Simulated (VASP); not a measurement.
Write the native input for VASP 6.6.1 that does the following.

* Task: single point
* Functional: PBEsol
* Potentials or basis: VASP PAW PBE potentials, release 64 (S)
* Cutoff: 500 eV
* k mesh: 20 × 20 × 20
* Occupations: fermi-dirac, width 0.08 eV
* Spin: no spin polarisation
* Dipole correction: no
* Further INCAR settings: ALGO = Normal; EDIFF = 1e-06; NBANDS = 9

The structure of S lies in POSCAR:

```
S
1.0
    0.0000000000      1.5559797931      1.5559797931
    1.5559797931      0.0000000000      1.5559797931
    1.5559797931      1.5559797931      0.0000000000
S
1
Direct
    0.0000000000      0.0000000000      0.0000000000
```

This isn't the form of S at room conditions, which is orthorhombic, of S8 rings.

These files were run (other wordings do the same):

INCAR

```
SYSTEM = S
PREC     = Accurate       ! precision mode
ENCUT    = 500            ! plane-wave cutoff, eV
EDIFF    = 1E-6           ! SCF threshold, eV
ISMEAR   = -1             ! smearing method
SIGMA    = 0.08           ! smearing width, eV
LREAL    = .False.        ! projectors in reciprocal space
LASPH    = .True.         ! aspherical terms in the spheres
NELM     = 120            ! most SCF steps
ALGO     = Normal         ! electronic algorithm
ISIF     = 2              ! what is computed and relaxed
LWAVE    = .False.        ! write WAVECAR
LCHARG   = .False.        ! write CHGCAR
GGA      = PS             ! functional
NBANDS   = 9              ! bands
GGA_COMPAT= .False.
```

KPOINTS

```
Automatic mesh
0
Gamma
  20 20 20
  0 0 0
```

Potentials or basis: VASP PAW PBE potentials, release 64 (S).

Launch:

```bash
$ cat potpaw_PBE.64/S/POTCAR > POTCAR
$ mpirun -np 1 vasp_std > vasp.out
```

Results of the run:

```
Pressure               : 248.1 GPa
Band gap on the k mesh : zero (bands 3 and 4 overlap by 17.87 eV)
```

Caveat: the cell stands under pressure; the PAW data sets were made with another functional, which shifts forces and pressure a little.

It took 3.1 s on 1 thread of Intel(R) Xeon(R) 6975P-C (Granite Rapids) (shared host), peak memory 0.12 GiB.
